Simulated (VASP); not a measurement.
A run of VASP 6.6.1:

Contents of INCAR:

```
SYSTEM = VRu
PREC = Accurate
ENCUT = 520
EDIFF = 1E-6
ISMEAR = -1
SIGMA = 0.05
LREAL = .False.
LASPH = .True.
NELM = 150
ALGO = Normal
ISIF = 2
LWAVE = .False.
LCHARG = .False.
ISPIN = 2
MAGMOM = 1.5 0
LORBIT = 11
LMAXMIX = 4
NBANDS = 24
```

KPOINTS

```
Automatic mesh
0
Gamma
  14 14 14
  0 0 0
```

File POSCAR:

```
VRu
1.0
    2.9483658059      0.0000000000      0.0000000000
    0.0000000000      2.9483658059      0.0000000000
    0.0000000000      0.0000000000      2.9483658059
V Ru
1 1
Direct
    0.5000000000      0.5000000000      0.5000000000
    0.0000000000      0.0000000000      0.0000000000
```

Potentials or basis: VASP PAW LDA potentials, release 64 (V_sv, Ru_pv).

Run with:

```bash
$ cat potpaw_LDA.64/V_sv/POTCAR potpaw_LDA.64/Ru_pv/POTCAR > POTCAR
$ mpirun -np 1 vasp_std > vasp.out
```

Hardware: 1 thread of Intel(R) Xeon(R) 6975P-C (Granite Rapids) (shared host).

How long does it take, and how much memory?

It took 42 s on 1 thread of Intel(R) Xeon(R) 6975P-C (Granite Rapids) (shared host), peak memory 0.23 GiB. Counts: scf iterations 17, k points 120.
